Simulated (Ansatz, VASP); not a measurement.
## One calculation of Ir, two programs

```
Ir
1.0
     0.00000    2.75762    2.75762
     2.75762    0.00000    2.75762
     2.75762    2.75762    0.00000
Ir
2
Direct
  0.12500 0.12500 0.12500
  0.87500 0.87500 0.87500
```

Alike in both runs: task single point; functional revPBE; k mesh 11 × 11 × 11; occupations fermi-dirac, width 0.1 eV; no spin polarisation.

|  | VASP | Ansatz |
| --- | --- | --- |
| version | VASP 6.6.1 | Ansatz 0.2.0 |
| potentials or method | VASP PAW PBE potentials, release 64 (Ir), cutoff 520 eV | plane waves (420 eV) with PAW, scalar-relativistic |
| valence electrons in the cell | 18 | 34 |

```tsv
	VASP	Ansatz	Ansatz less VASP
pressure (GPa)	7.3	7.8	+0.53
```

VASP's potentials were made for PBE, not for revPBE. VASP's potentials hold 18 valence electrons a cell and Ansatz's 34, so a difference there can come from the potentials and not from the codes.

Spin-orbit coupling is off throughout.
